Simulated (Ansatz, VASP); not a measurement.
## One calculation of W, two programs

The input INCAR:

```
PREC     = Accurate       # precision mode
ENCUT    = 520            # plane-wave cutoff, eV
EDIFF    = 1E-7           # SCF threshold, eV
ISMEAR   = 0              # smearing method
SIGMA    = 0.15           # smearing width, eV
LREAL    = False          # projectors in reciprocal space
LASPH    = True           # aspherical terms in the spheres
NELM     = 100            # most SCF steps
ALGO     = Fast           # electronic algorithm
ISIF     = 2              # what is computed and relaxed
LWAVE    = False          # write WAVECAR
LCHARG   = False          # write CHGCAR
GGA      = CA             # functional
NBANDS   = 13             # bands
```

Contents of KPOINTS:

```
Automatic mesh
0
Gamma
  22 22 22
```

The input POSCAR:

```
W
1.0
    0.0000000000      1.8561133570      2.1660842876
    1.8561133570      0.0000000000      2.1660842876
    1.8561133570      1.8561133570      0.0000000000
W
1
Direct
    0.0000000000      0.0000000000      0.0000000000
```

Input for Ansatz:

```yaml
crystal:
  lattice:
    - [0.0, 1.856113357, 2.1660842876]
    - [1.856113357, 0.0, 2.1660842876]
    - [1.856113357, 1.856113357, 0.0]
  atoms:
    - { symbol: W, position: [0.0, 0.0, 0.0] }
basis:
  ecutwfc: 420
kpoints:
  mp_grid: { grid: [22, 22, 22] }
hamiltonian:
  xc: lda
  pseudopotentials: { kind: paw, azcp: { folder: soft_1 } }
scf:
  occupations: { method: gaussian, width: 0.15 }
output:
  forces: true
  stress: true
  eigenvalues: true
```

Alike in both runs: task single point; functional LDA; k mesh 22 × 22 × 22; occupations gaussian, width 0.15 eV; no spin polarisation.

|  | VASP | Ansatz |
| --- | --- | --- |
| version | VASP 6.6.1 | Ansatz 0.2.0 |
| potentials or method | VASP PAW LDA potentials, release 64 (W_sv), cutoff 520 eV | scalar-relativistic, plane waves, PAW |
| valence electrons in the cell | 14 | 14 |

Ansatz gave:

- gap on the k mesh at the Fermi level (eV): none
- pressure (GPa): 18.4
- traceless stress, the component that is largest in VASP (GPa): 2.34

Problem. Estimate VASP's values.

Solution. gap on the k mesh at the Fermi level (eV): none; pressure (GPa): 20.6; traceless stress, the component that is largest in VASP (GPa): 2.12.

Ansatz warns that its potentials were made for another functional, while VASP's fit it. LDA's correlation is that of Perdew and Zunger in VASP and of Perdew and Wang (1992) in Ansatz. A gap of «none» marks a metal or a gap that the smearing closes.

Neither program's run includes spin-orbit coupling.
